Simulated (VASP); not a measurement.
Runs of VASP 6.6.1 on In. The structure is that of space group I4/mmm (No. 139), or close to it. The cells are those of the table. 

| cell | further INCAR settings | gap on the mesh (eV) | pressure (GPa) |
| --- | --- | --- | --- |
| a = 3.396 Å, angles 106.5, 106.5, 115.7°, 1 atom | ALGO = Fast; EDIFF = 1e-06; NBANDS = 12 | none | -2.2 |
| a = 3.220 Å, angles 111.7, 111.7, 105.1°, 1 atom | ALGO = Fast; EDIFF = 1e-06; NBANDS = 12 | none | (b) |
| a = 3.357 Å, angles 105.4, 105.4, 117.9°, 1 atom | ALGO = Fast; EDIFF = 1e-06; NBANDS = 12 | none | -1.0 |
| a = 3.176 Å, angles 107.3, 107.3, 113.9°, 1 atom | ALGO = Fast; EDIFF = 1e-07; NBANDS = 12 | none | 5.8 |
| a = 3.350 Å, angles 111.6, 111.6, 105.3°, 1 atom | ALGO = Fast; EDIFF = 1e-06; NBANDS = 12 | none | -1.3 |
| a = 3.183 Å, angles 114.1, 114.1, 100.6°, 1 atom | ALGO = Fast; EDIFF = 1e-07; NBANDS = 12 | none | 5.8 |
| a = 3.266 Å, angles 112.8, 112.8, 103.0°, 1 atom | ALGO = Fast; EDIFF = 1e-07; NBANDS = 12 | none | (a) |
| a = 3.266 Å, angles 106.3, 106.3, 115.9°, 1 atom | ALGO = Fast; EDIFF = 1e-06; NBANDS = 12 | none | 1.6 |

Alike in all rows: task single point; level PBE; potentials or basis VASP PAW PBE potentials, release 64 (In_d); no spin polarisation; k mesh 18 × 18 × 18; cutoff (eV) 520; smearing gaussian 0.15 eV.

Task: Estimate the missing entries.

Result: (a) 1.5; (b) 3.2.

Caveats: spin-orbit coupling is left out, which moves the levels of the heavy elements.

A k mesh can miss the band edges, and the runs leave out spin-orbit coupling on In.

A gap of «none» marks levels without a gap at the run's occupations.
